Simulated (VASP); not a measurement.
A run of VASP 6.6.1:

The input INCAR:

```
ALGO     = Normal         # electronic algorithm
EDIFF    = 1E-7           # SCF threshold, eV
ENCUT    = 520            # plane-wave cutoff, eV
GGA      = PE             # functional
ISIF     = 2              # what is computed and relaxed
ISMEAR   = 0              # smearing method
LASPH    = True           # aspherical terms in the spheres
LCHARG   = False          # write CHGCAR
LREAL    = False          # projectors in reciprocal space
LWAVE    = False          # write WAVECAR
NBANDS   = 24             # bands
NELM     = 60             # most SCF steps
PREC     = Accurate       # precision mode
SIGMA    = 0.05           # smearing width, eV
```

The input KPOINTS:

```
k-points
0
Gamma
  9 9 6
```

File POSCAR:

```
CaO
1.0
    4.0203960546      0.0000000000      0.0000000000
   -2.0101980273      3.4817651166      0.0000000000
    0.0000000000      0.0000000000      5.0246909891
Ca O
2 2
Direct
    0.3333333333      0.6666666667      0.7500000000
    0.6666666667      0.3333333333      0.2500000000
    0.3333333333      0.6666666667      0.2500000000
    0.6666666667      0.3333333333      0.7500000000
```

Potentials or basis: VASP PAW PBE potentials, release 64 (Ca_sv, O).

Launch:

```sh
$ cat potpaw_PBE.64/Ca_sv/POTCAR potpaw_PBE.64/O/POTCAR > POTCAR
$ mpirun -np 1 vasp_std > vasp.out
```

Hardware: 1 thread of Intel Xeon 8259CL (shared host).

Q: How long does it take, and how much memory?

A: Wall time 2.5 min on 1 thread of Intel Xeon 8259CL (shared host), peak memory 0.22 GiB. Counts: scf iterations 16, k points 48.
